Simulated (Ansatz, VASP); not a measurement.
**One calculation of Ca3MgF8, two programs**

```xyz
12
Lattice="3.7307 -5.3248 0.0000 3.7307 5.3248 0.0000 0.0000 0.0000 3.7864" Properties=species:S:1:pos:R:3 pbc="T T T"
Mg    0.0000    0.0000    0.0000
F     3.7307    1.3343    1.8932
F     3.7307    4.0860    1.8932
F     5.7075   -1.2843    0.0000
F     5.7075    1.2843    0.0000
F     1.7538   -1.2843    0.0000
F     1.7538    1.2843    0.0000
F     3.7307   -4.0860    1.8932
F     3.7307   -1.3343    1.8932
Ca    1.8653   -2.6624    1.8932
Ca    1.8653    2.6624    1.8932
Ca    3.7307    0.0000    0.0000
```

Alike in both runs: task single point; functional r2SCAN; k mesh 4 × 4 × 6; no spin polarisation.

|  | VASP | Ansatz |
| --- | --- | --- |
| version | VASP 6.6.1 | Ansatz 0.2.0 |
| potentials or method | VASP PAW PBE potentials, release 64 (Mg, F, Ca_sv) | plane waves, PAW |
| plane-wave cutoff (eV) | 660 | 500 |
| occupations | gaussian, width 0.01 eV | fixed |
| valence electrons in the cell | 88 | 96 |

|  | VASP | Ansatz | Ansatz less VASP |
| --- | --- | --- | --- |
| gap on the k mesh at the Fermi level (eV) | 7.44 | 7.47 | +0.022 |
| pressure (GPa) | 0.1 | 0.0 | -0.11 |
| rms of the force components (eV/Å) | 0.026 | 0.000 | -0.0260 |

VASP's potentials were made for PBE, not for r2SCAN. VASP's potentials hold 88 valence electrons a cell and Ansatz's 96, so a difference there can come from the potentials and not from the codes.
